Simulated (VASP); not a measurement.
# FeCo2 (Fm-3m) in VASP: notebook

The runs below take FeCo2 through single point, relaxation of cell and atoms, with PBE.

All numbers are computed with VASP 6.6.1; they aren't measurements. Logs are shortened: lines on timing, memory, paths and dates and some standing lists are left out, and cuts for length are marked.

### 1 The cell of the first run

The structure is cubic, space group Fm-3m (No. 225). Conventional cell: a = 5.142 Å, b = 5.142 Å, c = 5.142 Å, α = 90.00°, β = 90.00°, γ = 90.00°. Fe (site symmetry m-3m) has 8 Co at 2.23 Å within 2.9 Å. Co (site symmetry -43m) has 4 Fe at 2.23 Å and 6 Co at 2.57 Å within 2.9 Å.

The cell was generated, and may not be a known phase.

### 2 Single point, PBE, collinear spin, ferromagnetic start

INCAR

```
ALGO = Normal ; EDIFF = 1E-6
ENCUT = 520 ; GGA = PE
ISIF = 2 ; ISMEAR = 0
ISPIN = 2 ; LASPH = T
LCHARG = F ; LMAXMIX = 4
LORBIT = 11 ; LREAL = F
LWAVE = F ; MAGMOM = 4 3 3
NBANDS = 24 ; NELM = 150
PREC = Accurate ; SIGMA = 0.1
```

KPOINTS

```
k-points
0
Gamma
  6 6 6
```

POSCAR

```
FeCo2
1.0
    0.0000000000      2.5707836400      2.5707836400
    2.5707836400      0.0000000000      2.5707836400
    2.5707836400      2.5707836400      0.0000000000
Fe Co
1 2
Direct
    0.0000000000      0.0000000000      0.0000000000
    0.2500000000      0.2500000000      0.2500000000
    0.7500000000      0.7500000000      0.7500000000
```

Potentials or basis: VASP PAW PBE potentials, release 64 (Fe, Co).

Command:

```console
cat potpaw_PBE.64/Fe/POTCAR potpaw_PBE.64/Co/POTCAR > POTCAR
mpirun -np 1 vasp_std > vasp.out
```

OUTCAR:

```text
EDIFF = 1E-6
   ENCUT = 520
   GGA = PE
   ISIF = 2
   ISMEAR = 0
   ISPIN = 2
   LASPH = T
   LORBIT = 11
   LREAL = F
   NELM = 150
   PREC = Accurate

 ion  position               nearest neighbor table
   1  0.000  0.000  0.000-   3 2.23   3 2.23   3 2.23   2 2.23   3 2.23   2 2.23   2 2.23   2 2.23

   2  0.250  0.250  0.250-   1 2.23   1 2.23   1 2.23   1 2.23   3 2.57   3 2.57   3 2.57   3 2.57
                             3 2.57   3 2.57
   3  0.750  0.750  0.750-   1 2.23   1 2.23   1 2.23   1 2.23   2 2.57   2 2.57   2 2.57   2 2.57
                             2 2.57   2 2.57

  LATTYP: Found a face centered cubic cell.
 ALAT       =     5.1415672800

  Lattice vectors:

 A1 = (   0.0000000000,   2.5707836400,   2.5707836400)
 A2 = (   2.5707836400,   0.0000000000,   2.5707836400)
 A3 = (   2.5707836400,   2.5707836400,   0.0000000000)

Analysis of symmetry for initial positions (statically):
=====================================================================
 Subroutine PRICEL returns:
 Original cell was already a primitive cell.

 Routine SETGRP: Setting up the symmetry group for a
 face centered cubic supercell.

 Subroutine GETGRP returns: Found 48 space group operations
 (whereof 48 operations were pure point group operations)
 out of a pool of 48 trial point group operations.

The static configuration has the point symmetry O_h .

Analysis of symmetry for dynamics (positions and initial velocities):
=====================================================================
 Subroutine PRICEL returns:
 Original cell was already a primitive cell.

 Routine SETGRP: Setting up the symmetry group for a
 face centered cubic supercell.

 Subroutine GETGRP returns: Found 48 space group operations
 (whereof 48 operations were pure point group operations)
 out of a pool of 48 trial point group operations.

The dynamic configuration has the point symmetry O_h .

Analysis of structural, dynamic, and magnetic symmetry:
=====================================================================
 Subroutine PRICEL returns:
 Original cell was already a primitive cell.

 Routine SETGRP: Setting up the symmetry group for a
 face centered cubic supercell.

 Subroutine GETGRP returns: Found 48 space group operations
 (whereof 48 operations were pure point group operations)
 out of a pool of 48 trial point group operations.

The overall configuration has the point symmetry O_h .
[... 115 lines left out ...]
  Thomas-Fermi vector in A             =   2.609250
   LORBIT       =     11    0 simple, 1 ext, 2 COOP (PROOUT), +10 PAW based schemes
   GGA     = PE    functional components
   LHFCALC =     F    Hartree Fock is set to
   AEXX    =    0.0000 exact exchange contribution
   IVDW    =     0    specifies the selected vdW correction
   LEPSILON=     F    determine dielectric tensor
   LRPA    =     F    only Hartree local field effects (RPA)
 spin polarized calculation
 Gauss-broadening in eV      SIGMA  =   0.10
  energy-cutoff  :      520.00
  volume of cell :       33.98
 maximum number of plane-waves:       941
   NGX = 13   NGY = 13   NGZ = 13

 number of electron      26.0000000 magnetization      10.0000000

 number of electron      25.9999989 magnetization       2.6947968

 Free energy of the ion-electron system (eV)
  ---------------------------------------------------
  ext. energy  EPLUGINS =         0.00000000
  ---------------------------------------------------
  free energy    TOTEN  =       -20.32015307 eV

  energy without entropy =      -20.30599446  energy(sigma->0) =      -20.31307376

 E-fermi :   8.2665     XC(G=0): -12.9763

 val. band max:        8.1894993393   @ k =   0.3333   0.1667   0.0000
 cond. band min:       8.2852486694   @ k =   0.1667   0.0000   0.0000
 fundamental gap:      0.0957493300
 Fermi energy:         8.2664629833

 spin component 1

 k-point     1 :       0.0000    0.0000    0.0000
  band No.  band energies     occupation
      1      -0.0299      1.00000
      2       3.5831      1.00000
      3       3.5831      1.00000
      4       5.1062      1.00000
      5       5.1062      1.00000
      6       5.1062      1.00000
[... 421 lines left out ...]
     23      24.9063      0.00000
     24      30.2394      0.00000
 Fermi energy:         8.2664629833

 spin component 2

 k-point     1 :       0.0000    0.0000    0.0000
  band No.  band energies     occupation
      1       0.0000      1.00000
      2       4.5714      1.00000
      3       4.5714      1.00000
      4       5.5330      1.00000
      5       5.5330      1.00000
      6       5.5330      1.00000
[... 421 lines left out ...]
     23      25.1735      0.00000
     24      30.3101      0.00000

------------------------ aborting loop because EDIFF is reached ----------------------------------------

  FORCE on cell =-STRESS in cart. coord.  units (eV):
  Direction    XX          YY          ZZ          XY          YZ          ZX
  --------------------------------------------------------------------------------------
  -------------------------------------------------------------------------------------
  Total        4.0475898      4.0475898      4.0475898     -0.0000000     -0.0000000      0.0000000
  in kB      190.8448708    190.8448708    190.8448708     -0.0000000     -0.0000000      0.0000000
  external PRESSURE =     190.8448708 kB  Pullay stress =       0.0000000 kB

 VOLUME and BASIS-vectors are now :
 -----------------------------------------------------------------------------
  energy-cutoff  :      520.00
  volume of cell :       33.98
      direct lattice vectors                 reciprocal lattice vectors
     0.000000000  2.570783640  2.570783640    -0.194493225  0.194493225  0.194493225
     2.570783640  0.000000000  2.570783640     0.194493225 -0.194493225  0.194493225
     2.570783640  2.570783640  0.000000000     0.194493225  0.194493225 -0.194493225

 POSITION                                       TOTAL-FORCE (eV/Angst)
 -----------------------------------------------------------------------------------
      0.00000      0.00000      0.00000         0.000000     -0.000000      0.000000
      1.28539      1.28539      1.28539         0.000000      0.000000      0.000000
      3.85618      3.85618      3.85618        -0.000000     -0.000000     -0.000000
 -----------------------------------------------------------------------------------
    total drift:                                0.000000      0.000000      0.000000

  FREE ENERGIE OF THE ION-ELECTRON SYSTEM (eV)
  ---------------------------------------------------
  free  energy   TOTEN  =       -20.3201530724 eV

  energy  without entropy=      -20.3059944568  energy(sigma->0) =      -20.31307376

 total charge

# of ion       s       p       d       tot
------------------------------------------
    1        0.626   0.689   6.393   7.708
    2        0.543   0.514   7.375   8.432
    3        0.543   0.514   7.375   8.432
--------------------------------------------------
tot          1.712   1.717  21.143  24.572

 magnetization (x)

# of ion       s       p       d       tot
------------------------------------------
    1       -0.008  -0.027   1.531   1.496
    2       -0.014  -0.033   0.639   0.592
    3       -0.014  -0.033   0.639   0.592
--------------------------------------------------
tot         -0.036  -0.092   2.809   2.681
```

OSZICAR:

```text
N       E                     dE             d eps       ncg     rms          rms(c)
DAV:   1     0.160319235610E+03    0.16032E+03   -0.12075E+04  1600   0.149E+03
DAV:   2    -0.139325745901E+02   -0.17425E+03   -0.16044E+03  1536   0.271E+02
DAV:   3    -0.212268025812E+02   -0.72942E+01   -0.70970E+01  1800   0.779E+01
DAV:   4    -0.213238733472E+02   -0.97071E-01   -0.97028E-01  2032   0.801E+00
DAV:   5    -0.213268969022E+02   -0.30236E-02   -0.30235E-02  2168   0.120E+00    0.221E+01
DAV:   6    -0.254958857640E+02   -0.41690E+01   -0.19122E+01  1800   0.901E+01    0.301E+01
DAV:   7    -0.215142448362E+02    0.39816E+01   -0.35662E+01  1904   0.784E+01    0.166E+01
DAV:   8    -0.202020957320E+02    0.13121E+01   -0.17716E+00  1960   0.374E+01    0.427E+00
DAV:   9    -0.202589662047E+02   -0.56870E-01   -0.37164E-01  1872   0.562E+00    0.302E+00
DAV:  10    -0.202864234013E+02   -0.27457E-01   -0.41362E-02  1920   0.398E+00    0.250E+00
DAV:  11    -0.203157009381E+02   -0.29278E-01   -0.54304E-02  2152   0.473E+00    0.875E-01
DAV:  12    -0.203187223458E+02   -0.30214E-02   -0.16531E-02  2328   0.204E+00    0.458E-01
DAV:  13    -0.203201013658E+02   -0.13790E-02   -0.31707E-03  2616   0.740E-01    0.200E-01
DAV:  14    -0.203201316560E+02   -0.30290E-04   -0.51022E-04  1952   0.278E-01    0.119E-01
DAV:  15    -0.203201514451E+02   -0.19789E-04   -0.82394E-05  1960   0.152E-01    0.310E-02
DAV:  16    -0.203201525402E+02   -0.10951E-05   -0.14260E-05  1992   0.673E-02    0.143E-02
DAV:  17    -0.203201530724E+02   -0.53225E-06   -0.17894E-06  1112   0.253E-02
   1 F= -.20320153E+02 E0= -.20313074E+02  d E =-.141586E-01  mag=     2.6947
```

stdout:

```text
POSCAR found type information on POSCAR FeCo
 POSCAR found :  2 types and       3 ions
 scaLAPACK will be used
 LDA part: xc-table for (Slater+PW92), standard interpolation
 POSCAR, INCAR and KPOINTS ok, starting setup
 FFT: planning ... GRIDC
 FFT: planning ... GRID_SOFT
 FFT: planning ... GRID
 WAVECAR not read
 entering main loop
```

Wall time 72 s (1 thread of Oxide Virtual Turin-like, shared host); peak memory 0.14 GiB.

Results:

| Item | Value |
| --- | --- |
| Free energy | -20.3202 eV |
| Pressure | 19.1 GPa |
| Net moment | 2.69 μB per cell |
| Site moments | Fe +1.50; Co +0.59 μB |
| Valence electrons inside the program's atomic spheres | Fe 7.71; Co 8.43 |

Levels at points of the mesh, in eV from the Fermi level:
Spin up:
```csv
k point,band 10,band 11,band 12,band 13,band 14,band 15,band 16,band 17,band 18,band 19
"(0.00, 0.00, 0.00)",-0.60,-0.60,-0.20,-0.20,-0.11,-0.11,-0.11,10.28,10.28,10.28
"(0.50, 0.00, 0.00)",-1.58,-1.58,-1.01,-0.63,-0.63,0.15,0.15,1.21,8.52,8.52
"(0.50, 0.50, 0.00)",-1.52,-0.63,-0.61,-0.25,0.42,0.42,0.68,1.62,2.46,2.46
```
Spin down:
```tsv
k point	band 9	band 10	band 11	band 12	band 13	band 14	band 15	band 16
(0.00, 0.00, 0.00)	-2.29	0.50	0.50	0.50	0.83	0.83	1.21	1.21
(0.50, 0.00, 0.00)	-1.78	-0.96	-0.96	-0.64	0.84	0.84	1.20	1.20
(0.50, 0.50, 0.00)	-1.07	-0.25	-0.11	0.50	0.78	1.30	1.30	2.09
```

Caveat: the cell stands under pressure.

### 3 Single point, PBE, collinear spin, ferromagnetic start

This run uses another cell than the first one, of 12.41 Å³/atom.

INCAR

```
PREC = Accurate
ENCUT = 520
EDIFF = 1E-6
ISMEAR = 0
SIGMA = 0.1
LREAL = False
LASPH = True
NELM = 150
ALGO = Fast
ISIF = 2
LWAVE = False
LCHARG = True
ISPIN = 2
MAGMOM = 4 3 3
LORBIT = 11
LMAXMIX = 4
GGA = PE
LELF = True
LVHAR = True
NBANDS = 24
```

KPOINTS

```
regular mesh
0
Gamma
  6 6 6
```

POSCAR

```
FeCo2
1.0
    0.0000000000      2.6500463686      2.6500463686
    2.6500463686      0.0000000000      2.6500463686
    2.6500463686      2.6500463686      0.0000000000
Fe Co
1 2
Direct
    0.0000000000      0.0000000000      0.0000000000
    0.2500000000      0.2500000000      0.2500000000
    0.7500000000      0.7500000000      0.7500000000
```

Potentials or basis: VASP PAW PBE potentials, release 64 (Fe, Co).

Command:

```console
cat potpaw_PBE.64/Fe/POTCAR potpaw_PBE.64/Co/POTCAR > POTCAR
mpirun -np 1 vasp_std > vasp.out
```

OUTCAR:

```text
PREC = Accurate
   ENCUT = 520
   EDIFF = 1E-6
   ISMEAR = 0
   LREAL = False
   LASPH = True
   NELM = 150
   ISIF = 2
   ISPIN = 2
   LORBIT = 11
   GGA = PE

 ion  position               nearest neighbor table
   1  0.000  0.000  0.000-   3 2.30   3 2.30   3 2.30   2 2.30   3 2.30   2 2.30   2 2.30   2 2.30

   2  0.250  0.250  0.250-   1 2.30   1 2.30   1 2.30   1 2.30   3 2.65   3 2.65   3 2.65   3 2.65
                             3 2.65   3 2.65
   3  0.750  0.750  0.750-   1 2.30   1 2.30   1 2.30   1 2.30   2 2.65   2 2.65   2 2.65   2 2.65
                             2 2.65   2 2.65

  LATTYP: Found a face centered cubic cell.
 ALAT       =     5.3000927372

  Lattice vectors:

 A1 = (   0.0000000000,   2.6500463686,   2.6500463686)
 A2 = (   2.6500463686,   0.0000000000,   2.6500463686)
 A3 = (   2.6500463686,   2.6500463686,   0.0000000000)

Analysis of symmetry for initial positions (statically):
=====================================================================
 Subroutine PRICEL returns:
[... 1057 lines left out ...]
------------------------ aborting loop because EDIFF is reached ----------------------------------------

  FORCE on cell =-STRESS in cart. coord.  units (eV):
  Direction    XX          YY          ZZ          XY          YZ          ZX
  --------------------------------------------------------------------------------------
  -------------------------------------------------------------------------------------
  Total        2.6554346      2.6554346      2.6554346     -0.0000000      0.0000000      0.0000000
  in kB      114.3025108    114.3025108    114.3025108     -0.0000000      0.0000000      0.0000000
  external PRESSURE =     114.3025108 kB  Pullay stress =       0.0000000 kB

 VOLUME and BASIS-vectors are now :
 -----------------------------------------------------------------------------
  energy-cutoff  :      520.00
  volume of cell :       37.22
      direct lattice vectors                 reciprocal lattice vectors
     0.000000000  2.650046369  2.650046369    -0.188675944  0.188675944  0.188675944
     2.650046369  0.000000000  2.650046369     0.188675944 -0.188675944  0.188675944
     2.650046369  2.650046369  0.000000000     0.188675944  0.188675944 -0.188675944

 POSITION                                       TOTAL-FORCE (eV/Angst)
 -----------------------------------------------------------------------------------
      0.00000      0.00000      0.00000        -0.000000     -0.000000     -0.000000
      1.32502      1.32502      1.32502         0.000000      0.000000      0.000000
      3.97507      3.97507      3.97507         0.000000      0.000000     -0.000000
 -----------------------------------------------------------------------------------
    total drift:                                0.000000      0.000000      0.000000

  FREE ENERGIE OF THE ION-ELECTRON SYSTEM (eV)
  ---------------------------------------------------
  free  energy   TOTEN  =       -20.5710801191 eV

  energy  without entropy=      -20.5542317358  energy(sigma->0) =      -20.56265593

 total charge

# of ion       s       p       d       tot
------------------------------------------
    1        0.577   0.594   6.348   7.519
    2        0.517   0.445   7.285   8.247
    3        0.517   0.445   7.285   8.247
--------------------------------------------------
tot          1.611   1.485  20.917  24.013

 magnetization (x)

# of ion       s       p       d       tot
------------------------------------------
    1       -0.024  -0.038   2.422   2.360
    2       -0.011  -0.021   1.725   1.692
    3       -0.011  -0.021   1.725   1.692
--------------------------------------------------
tot         -0.046  -0.081   5.872   5.745
```

OSZICAR:

```text
N       E                     dE             d eps       ncg     rms          rms(c)
DAV:   1     0.155519180419E+03    0.15552E+03   -0.12030E+04  1592   0.144E+03
DAV:   2    -0.149366528835E+02   -0.17046E+03   -0.15743E+03  1544   0.266E+02
DAV:   3    -0.219479818432E+02   -0.70113E+01   -0.67955E+01  1808   0.760E+01
DAV:   4    -0.220403959548E+02   -0.92414E-01   -0.92378E-01  2008   0.770E+00
DAV:   5    -0.220427654148E+02   -0.23695E-02   -0.23694E-02  2112   0.105E+00    0.200E+01
RMM:   6    -0.266976041048E+02   -0.46548E+01   -0.18861E+01  1701   0.460E+01    0.327E+01
RMM:   7    -0.222414335827E+02    0.44562E+01   -0.52196E+00  1670   0.228E+01    0.201E+01
RMM:   8    -0.205347488771E+02    0.17067E+01   -0.12120E+00  1643   0.127E+01    0.526E+00
RMM:   9    -0.205254627455E+02    0.92861E-02   -0.39144E-02  1723   0.171E+00    0.229E+00
RMM:  10    -0.205482282628E+02   -0.22766E-01   -0.17332E-02  1812   0.929E-01    0.170E+00
RMM:  11    -0.205705760644E+02   -0.22348E-01   -0.16707E-02  1771   0.951E-01    0.103E+00
RMM:  12    -0.205701291631E+02    0.44690E-03   -0.30824E-03  1776   0.622E-01    0.721E-01
RMM:  13    -0.205708449270E+02   -0.71576E-03   -0.12508E-03  1954   0.247E-01    0.188E-01
RMM:  14    -0.205710684388E+02   -0.22351E-03   -0.33361E-04  1959   0.108E-01    0.565E-02
RMM:  15    -0.205710857752E+02   -0.17336E-04   -0.86671E-05  1990   0.573E-02    0.382E-02
RMM:  16    -0.205710791879E+02    0.65873E-05   -0.18095E-05  1965   0.277E-02    0.131E-02
RMM:  17    -0.205710802381E+02   -0.10502E-05   -0.53930E-06  1577   0.160E-02    0.102E-02
RMM:  18    -0.205710801191E+02    0.11898E-06   -0.13646E-06   994   0.837E-03
   1 F= -.20571080E+02 E0= -.20562656E+02  d E =-.168484E-01  mag=     5.7864
```

It took 82 s on 1 thread of Oxide Virtual Turin-like, shared host; peak memory 0.15 GiB.

Results:

| Property | Result |
| --- | --- |
| Free energy | -20.5711 eV |
| Pressure | 11.4 GPa |
| Net moment | 5.79 μB per cell |
| Site moments | Fe +2.36; Co +1.69 μB |
| Valence electrons inside the program's atomic spheres | Fe 7.52; Co 8.25 |

Levels at points of the mesh, in eV from the Fermi level:
Spin up:
| k point | band 12 | band 13 | band 14 | band 15 | band 16 | band 17 | band 18 | band 19 | band 20 | band 21 |
| --- | --- | --- | --- | --- | --- | --- | --- | --- | --- | --- |
| (0.00, 0.00, 0.00) | -0.83 | -0.83 | -0.75 | -0.75 | -0.75 | 9.43 | 9.43 | 9.43 | 11.27 | 11.27 |
| (0.50, 0.00, 0.00) | -1.53 | -0.97 | -0.97 | -0.35 | -0.35 | 0.62 | 7.62 | 7.62 | 10.00 | 10.00 |
| (0.50, 0.50, 0.00) | -0.98 | -0.87 | -0.14 | -0.14 | 0.40 | 0.91 | 2.22 | 2.22 | 8.13 | 8.93 |
Spin down:
| k point | band 6 | band 7 | band 8 | band 9 | band 10 | band 11 | band 12 | band 13 |
| --- | --- | --- | --- | --- | --- | --- | --- | --- |
| (0.00, 0.00, 0.00) | -1.99 | -1.39 | -1.39 | -1.39 | 1.07 | 1.07 | 1.07 | 1.20 |
| (0.50, 0.00, 0.00) | -1.73 | -1.73 | -1.20 | -1.20 | -0.36 | -0.36 | -0.14 | 1.43 |
| (0.50, 0.50, 0.00) | -1.71 | -1.60 | -0.43 | -0.43 | 0.48 | 0.64 | 1.11 | 1.16 |

Caveat: the cell stands under pressure.

(Part 1 of 2 ends here.)
